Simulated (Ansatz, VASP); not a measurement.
## Two plane-wave programs on C

```
C
1.0
     3.53189    0.00000    0.00000
     0.00000    3.53189    0.00000
     0.00000    0.00000    3.53189
C
8
Direct
  0.00000 0.00000 0.00000
  0.00000 0.50000 0.50000
  0.50000 0.00000 0.50000
  0.50000 0.50000 0.00000
  0.25000 0.25000 0.25000
  0.25000 0.75000 0.75000
  0.75000 0.25000 0.75000
  0.75000 0.75000 0.25000
```

Alike in both runs: functional LDA; k mesh 6 × 6 × 6; no spin polarisation.

Ansatz relaxed the structure, and its values are those at the end. VASP's run is a single point on that final structure, the one shown.

|  | VASP | Ansatz |
| --- | --- | --- |
| version | VASP 6.6.1 | Ansatz 0.2.0 |
| potentials or method | VASP PAW LDA potentials, release 64 (C_h), cutoff 1300 eV | scalar-relativistic, plane waves, PAW |
| occupations | gaussian, width 0.01 eV | fixed |
| valence electrons in the cell | 32 | 32 |

Ansatz gave:

| Property | Result |
| --- | --- |
| gap on the k mesh at the Fermi level (eV) | 4.20 |
| least direct gap on the mesh (eV) | 4.78 |
| pressure (GPa) | 0.0 |

**Question.** What did VASP give for the same quantities?

**Answer.** gap on the k mesh at the Fermi level (eV): 4.20; least direct gap on the mesh (eV): 4.77; pressure (GPa): 0.9.

LDA's correlation is that of Perdew and Zunger in VASP and of Perdew and Wang (1992) in Ansatz.
